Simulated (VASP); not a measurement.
# WSe2 (single layer cut from the bulk crystal) in VASP: single point with PBE

Aim: the single point of WSe2 (single layer cut from the bulk crystal) with PBE.

Program: VASP 6.6.1. These are calculated values, not measurements. Logs are shortened: lines on timing, memory, paths and dates and some standing lists are left out, and cuts for length are marked.

### 1 The cell of the first run

The cell holds a slab with vacuum, 3 atoms: a = 3.290 Å, b = 3.290 Å, c = 16.346 Å, α = 90.00°, β = 90.00°, γ = 120.00°.

### 2 Single point, PBE

INCAR

```
SYSTEM = WSe2
  PREC = Accurate
  ENCUT = 520
  EDIFF = 1E-6
  ISMEAR = 0
  SIGMA = 0.05
  LREAL = .False.
  LASPH = .True.
  NELM = 100
  ALGO = Normal
  ISIF = 2
  LWAVE = .False.
  LCHARG = .False.
  GGA = PE
  NBANDS = 20
```

KPOINTS

```
regular mesh
0
Gamma
  24 24 1
  0 0 0
```

POSCAR

```
WSe2
1.0
    3.2899984500      0.0000000000      0.0000000000
   -1.6449992300      2.8492222400      0.0000000000
    0.0000000000      0.0000000000     16.3462600000
W Se
1 2
Direct
    0.6666666700      0.3333333300      0.5000000000
    0.3333333300      0.6666666700      0.3976444800
    0.3333333300      0.6666666700      0.6023555200
```

Potentials or basis: VASP PAW PBE potentials, release 64 (W_sv, Se).

Command:

```sh
$ cat potpaw_PBE.64/W_sv/POTCAR potpaw_PBE.64/Se/POTCAR > POTCAR
$ mpirun -np 1 vasp_std > vasp.out
```

OUTCAR:

```text
SYSTEM = WSe2
   PREC = Accurate
   ENCUT = 520
   EDIFF = 1E-6
   ISMEAR = 0
   LREAL = .False.
   LASPH = .True.
   NELM = 100
   ISIF = 2
   GGA = PE

 ion  position               nearest neighbor table
   1  0.667  0.333  0.500-   2 2.53   3 2.53   2 2.53   3 2.53   2 2.53   3 2.53
   2  0.333  0.667  0.398-   1 2.53   1 2.53   1 2.53
   3  0.333  0.667  0.602-   1 2.53   1 2.53   1 2.53

  LATTYP: Found a hexagonal cell.
 ALAT       =     3.2899984500
 C/A-ratio  =     4.9684704259

  Lattice vectors:

 A1 = (   3.2899984500,   0.0000000000,   0.0000000000)
 A2 = (  -1.6449992300,   2.8492222400,   0.0000000000)
 A3 = (   0.0000000000,   0.0000000000,  16.3462600000)

Analysis of symmetry for initial positions (statically):
=====================================================================
 Subroutine PRICEL returns:
 Original cell was already a primitive cell.

 Routine SETGRP: Setting up the symmetry group for a
 hexagonal supercell.

 Subroutine GETGRP returns: Found 12 space group operations
 (whereof 12 operations were pure point group operations)
 out of a pool of 24 trial point group operations.

The static configuration has the point symmetry D_3h.

Analysis of symmetry for dynamics (positions and initial velocities):
=====================================================================
 Subroutine PRICEL returns:
 Original cell was already a primitive cell.

 Routine SETGRP: Setting up the symmetry group for a
 hexagonal supercell.

 Subroutine GETGRP returns: Found 12 space group operations
 (whereof 12 operations were pure point group operations)
 out of a pool of 24 trial point group operations.

The dynamic configuration has the point symmetry D_3h.

 Subroutine INISYM returns: Found 12 space group operations
 (whereof 12 operations are pure point group operations),
 and found     1 'primitive' translations

----------------------------------------------------------------------------------------

                                     Primitive cell

  volume of cell :     153.2288

  direct lattice vectors                    reciprocal lattice vectors
     3.289998450  0.000000000  0.000000000     0.303951511  0.175486487  0.000000000
    -1.644999230  2.849222240  0.000000000     0.000000000  0.350972973  0.000000000
     0.000000000  0.000000000 16.346260000     0.000000000  0.000000000  0.061176073

  length of vectors
     3.289998450  3.289998456 16.346260000     0.350972974  0.350972973  0.061176073

  position of ions in fractional coordinates (direct lattice)
     0.666666670  0.333333330  0.500000000
     0.333333330  0.666666670  0.397644480
     0.333333330  0.666666670  0.602355520

  ion indices of the primitive-cell ions
   primitive index   ion index
                 1           1
                 2           2
                 3           3

----------------------------------------------------------------------------------------

 KPOINTS: regular mesh

Automatic generation of k-mesh.
 Grid dimensions read from file:
 generate k-points for:   24   24    1

 Generating k-lattice:

  Cartesian coordinates                     Fractional coordinates (reciprocal lattice)
     0.012664646  0.007311937  0.000000000     0.041666667  0.000000000  0.000000000
     0.000000000  0.014623874  0.000000000     0.000000000  0.041666667  0.000000000
     0.000000000  0.000000000  0.061176073     0.000000000  0.000000000  1.000000000

  Length of vectors
     0.014623874  0.014623874  0.061176073

  Shift w.r.t. Gamma in fractional coordinates (k-lattice)
     0.000000000  0.000000000  0.000000000

 Subroutine IBZKPT returns following result:
 ===========================================

 Found     61 irreducible k-points:

 Following reciprocal coordinates:
            Coordinates               Weight
  0.000000  0.000000  0.000000      1.000000
  0.041667  0.000000  0.000000      6.000000
  0.083333  0.000000  0.000000      6.000000
  0.125000  0.000000  0.000000      6.000000
  0.166667  0.000000  0.000000      6.000000
  0.208333 -0.000000  0.000000      6.000000
[... 16 lines left out ...]
  0.416667  0.041667  0.000000     12.000000
  0.458333  0.041667  0.000000     12.000000
 [... further k-points ...]
   k-points           NKPTS =     61   k-points in BZ     NKDIM =     61   number of bands    NBANDS=     20
   number of dos      NEDOS =    301   number of ions     NIONS =      3
   total plane-waves  NPLWV =  72576
   dimension x,y,z NGX =    24 NGY =   24 NGZ =  126
   dimension x,y,z NGXF=    48 NGYF=   48 NGZF=  252
   ions per type =               1   2
   NGX,Y,Z   is equivalent  to a cutoff of  12.13, 12.13, 12.81 a.u.
   NGXF,Y,Z  is equivalent  to a cutoff of  24.25, 24.25, 25.63 a.u.
 SYSTEM =  WSe2
   PREC   = accura    normal or accurate (medium, high low for compatibility)
   ISTART =      0    job   : 0-new  1-cont  2-samecut
   ICHARG =      2    charge: 1-file 2-atom 10-const
   ISPIN  =      1    spin polarized calculation?
   LNONCOLLINEAR =      F non collinear calculations
   LSORBIT =      F    spin-orbit coupling
   LASPH  =      T    aspherical Exc in radial PAW
   ENCUT  =  520.0 eV  38.22 Ry    6.18 a.u.   6.12  6.12 30.39*2*pi/ulx,y,z
   NELM   =    100;   NELMIN=  2; NELMDL= -5     # of ELM steps
   EDIFF  = 0.1E-05   stopping-criterion for ELM
   LREAL  =      F    real-space projection
   EDIFFG = 0.1E-04   stopping-criterion for IOM
   NSW    =      0    number of steps for IOM
   IBRION =     -1    ionic relax: 0-MD 1-quasi-New 2-CG
   NFREE  =      0    steps in history (QN), initial steepest desc. (CG)
   ISIF   =      2    stress and relaxation
   ISYM   =      2    0-nonsym 1-usesym 2-fastsym
   POTIM  = 0.5000    time-step for ionic-motion
   TEBEG  =    0.0;   TEEND  =   0.0 temperature during run
   PSTRESS=    0.0 pullay stress
   NELECT =      26.0000    total number of electrons
   NUPDOWN=      -1.0000    fix difference up-down
   EMIN   =  10.00;   EMAX   =-10.00  energy-range for DOS
   EFERMI =   0.00;   METHOD = LEGACY
   ISMEAR =     0;   SIGMA  =   0.05  broadening in eV -4-tet -1-fermi 0-gaus
   EFERMI_NEDOS =   21; number of points for ismear=-14 and -15
   IALGO  =     38    algorithm
   IMIX   =      4    mixing-type and parameters
     AMIX     =   0.40;   BMIX     =  1.00
     AMIX_MAG =   1.60;   BMIX_MAG =  1.00
  volume/ion in A,a.u.               =      51.08       344.68
  Fermi-wavevector in a.u.,A,eV,Ry     =   0.906329  1.712713 11.176261  0.821432
  Thomas-Fermi vector in A             =   2.030004
   LORBIT       =      0    0 simple, 1 ext, 2 COOP (PROOUT), +10 PAW based schemes
   GGA     = PE    functional components
   LHFCALC =     F    Hartree Fock is set to
   AEXX    =    0.0000 exact exchange contribution
   IVDW    =     0    specifies the selected vdW correction
   LEPSILON=     F    determine dielectric tensor
   LRPA    =     F    only Hartree local field effects (RPA)
 non-spin polarized calculation
 Gauss-broadening in eV      SIGMA  =   0.05
  energy-cutoff  :      520.00
  volume of cell :      153.23
 maximum number of plane-waves:      4164
   NGX = 13   NGY = 13   NGZ = 61

 number of electron      25.9999998 magnetization

 Free energy of the ion-electron system (eV)
  ---------------------------------------------------
  ext. energy  EPLUGINS =         0.00000000
  ---------------------------------------------------
  free energy    TOTEN  =       -21.60892448 eV

  energy without entropy =      -21.60892448  energy(sigma->0) =      -21.60892448

 E-fermi :  -0.2935     XC(G=0):  -4.9083

 val. band max:       -0.7010403443   @ k =   0.3333   0.3333   0.0000
 cond. band min:       0.9297909030   @ k =   0.3333   0.3333   0.0000
 fundamental gap:      1.6308312473
 Fermi energy:        -0.2934877015

 k-point     1 :       0.0000    0.0000    0.0000
  band No.  band energies     occupation
      1     -74.7284      2.00000
      2     -38.9739      2.00000
      3     -38.8479      2.00000
      4     -38.8479      2.00000
      5     -15.5237      2.00000
      6     -14.2467      2.00000
[... 12 lines left out ...]
     19       4.1915      0.00000
     20       4.5258      0.00000

 k-point     2 :       0.0417    0.0000    0.0000
  band No.  band energies     occupation
      1     -74.7282      2.00000
      2     -38.9731      2.00000
      3     -38.8519      2.00000
      4     -38.8488      2.00000
      5     -15.4972      2.00000
      6     -14.2335      2.00000
[... 12 lines left out ...]
     19       4.2282      0.00000
     20       4.6288      0.00000

 k-point     3 :       0.0833    0.0000    0.0000
  band No.  band energies     occupation
      1     -74.7277      2.00000
      2     -38.9709      2.00000
      3     -38.8637      2.00000
      4     -38.8516      2.00000
      5     -15.4187      2.00000
      6     -14.1943      2.00000
[... 12 lines left out ...]
     19       4.3339      0.00000
     20       4.9096      0.00000

 k-point     4 :       0.1250    0.0000    0.0000
  band No.  band energies     occupation
      1     -74.7269      2.00000
      2     -38.9673      2.00000
      3     -38.8824      2.00000
      4     -38.8560      2.00000
      5     -15.2906      2.00000
      6     -14.1304      2.00000
[... 12 lines left out ...]
     19       4.5016      0.00000
     20       5.2635      0.00000

 k-point     5 :       0.1667    0.0000    0.0000
  band No.  band energies     occupation
      1     -74.7258      2.00000
      2     -38.9626      2.00000
      3     -38.9066      2.00000
      4     -38.8617      2.00000
      5     -15.1175      2.00000
      6     -14.0443      2.00000
[... 12 lines left out ...]
     19       4.7261      0.00000
     20       5.5806      0.00000
[... 353 lines left out ...]
      6     -13.5053      2.00000
[... 12 lines left out ...]
     19       5.8306      0.00000
     20       6.1389      0.00000

 k-point    22 :       0.3750    0.0417    0.0000
  band No.  band energies     occupation
      1     -74.7192      2.00000
      2     -39.0548      2.00000
      3     -38.9332      2.00000
      4     -38.8994      2.00000
      5     -13.7796      2.00000
      6     -13.4018      2.00000
[... 12 lines left out ...]
     19       6.0512      0.00000
     20       6.3400      0.00000

 k-point    23 :       0.4167    0.0417    0.0000
  band No.  band energies     occupation
      1     -74.7185      2.00000
      2     -39.0693      2.00000
      3     -38.9303      2.00000
      4     -38.9031      2.00000
      5     -13.6083      2.00000
      6     -13.3251      2.00000
[... 12 lines left out ...]
     19       6.2951      0.00000
     20       6.4710      0.00000

 k-point    24 :       0.4583    0.0417    0.0000
  band No.  band energies     occupation
      1     -74.7181      2.00000
      2     -39.0769      2.00000
      3     -38.9288      2.00000
      4     -38.9050      2.00000
      5     -13.5151      2.00000
      6     -13.2841      2.00000
[... 12 lines left out ...]
     19       6.4624      0.00000
     20       6.5554      0.00000

 [... further k-points ...]
[... 5 lines left out ...]
  --------------------------------------------------------------------------------------
  -------------------------------------------------------------------------------------
  Total        1.2477579      1.2477579      1.1051574     -0.0000000      0.0000000     -0.0000000
  in kB       13.0466942     13.0466942     11.5556483     -0.0000000      0.0000000     -0.0000000
  external PRESSURE =      12.5496789 kB  Pullay stress =       0.0000000 kB

 VOLUME and BASIS-vectors are now :
 -----------------------------------------------------------------------------
  energy-cutoff  :      520.00
  volume of cell :      153.23
      direct lattice vectors                 reciprocal lattice vectors
     3.289998450  0.000000000  0.000000000     0.303951511  0.175486487  0.000000000
    -1.644999230  2.849222240  0.000000000     0.000000000  0.350972973  0.000000000
     0.000000000  0.000000000 16.346260000     0.000000000  0.000000000  0.061176073

 POSITION                                       TOTAL-FORCE (eV/Angst)
 -----------------------------------------------------------------------------------
      1.64500      0.94974      8.17313         0.000000     -0.000000      0.000000
     -0.00000      1.89948      6.50000         0.000000      0.000000     -0.333718
     -0.00000      1.89948      9.84626        -0.000000      0.000000      0.333718
 -----------------------------------------------------------------------------------
    total drift:                               -0.000008      0.000005      0.000000

  FREE ENERGIE OF THE ION-ELECTRON SYSTEM (eV)
  ---------------------------------------------------
  free  energy   TOTEN  =       -21.6089244767 eV

  energy  without entropy=      -21.6089244767  energy(sigma->0) =      -21.60892448
```

Wall time 3.1 min (1 thread of AMD EPYC 7R13 (Zen 3), shared host); peak memory 0.33 GiB.

Results:

| Property | Result |
| --- | --- |
| Free energy | -21.6089 eV |
| Largest force | 0.334 eV/Å |
| Band gap on the k mesh | 1.63 eV, direct |

Forces in eV/Å, atoms in the order of the input:
```
W    0.000  0.000  0.000
Se   0.000  0.000 -0.334
Se   0.000  0.000  0.334
```

Levels at points of the mesh, in eV from the valence-band top:
```tsv
k point	band 11	band 12	band 13	band 14	band 15	band 16
(0.00, 0.00, 0.00)	-1.21	-1.21	-0.37	2.99	2.99	3.18
(0.50, 0.00, 0.00)	-2.16	-1.01	-0.90	2.45	2.81	3.74
```

Caveat: spin-orbit coupling is left out, which moves the levels of the heavy elements.
